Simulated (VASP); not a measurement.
Set up this calculation in VASP 6.6.1, as the native input.

```
Task                   : single point
Functional             : PBE
Potentials or basis    : VASP PAW PBE potentials, release 64 (Pb_d, Te)
Cutoff                 : 520 eV
k mesh                 : 7 × 7 × 7
Occupations            : gaussian, width 0.03 eV
Spin                   : no spin polarisation
Dipole correction      : no
Further INCAR settings : ALGO = Normal; EDIFF = 1e-07; NBANDS = 17
```

The structure of TePb lies in POSCAR:

```
TePb
1.0
    4.0022870000      0.0000000000      0.0000000000
    0.0000000000      4.0022870000      0.0000000000
    0.0000000000      0.0000000000      4.0022870000
Pb Te
1 1
Direct
    0.0000000000      0.0000000000      0.0000000000
    0.5000000000      0.5000000000      0.5000000000
```

The input as run:

INCAR

```
PREC = Accurate
ENCUT = 520
EDIFF = 1E-7
ISMEAR = 0
SIGMA = 0.03
LREAL = F
LASPH = T
NELM = 100
ALGO = Normal
ISIF = 2
LWAVE = F
LCHARG = F
GGA = PE
NBANDS = 17
```

KPOINTS

```
Automatic mesh
0
Gamma
  7 7 7
```

Potentials or basis: VASP PAW PBE potentials, release 64 (Pb_d, Te).

Command:

```bash
$ cat potpaw_PBE.64/Pb_d/POTCAR potpaw_PBE.64/Te/POTCAR > POTCAR
$ mpirun -np 1 vasp_std > vasp.out
```

It gave:

```
Pressure               : 0.0 GPa
Band gap on the k mesh : zero (bands 10 and 11 overlap by 0.80 eV)
```

Caveat: spin-orbit coupling is left out, which moves the levels of the heavy elements.

Run time: 39 s on 1 thread of Intel Xeon 8259CL, with other jobs on the host, peak memory 0.18 GiB.
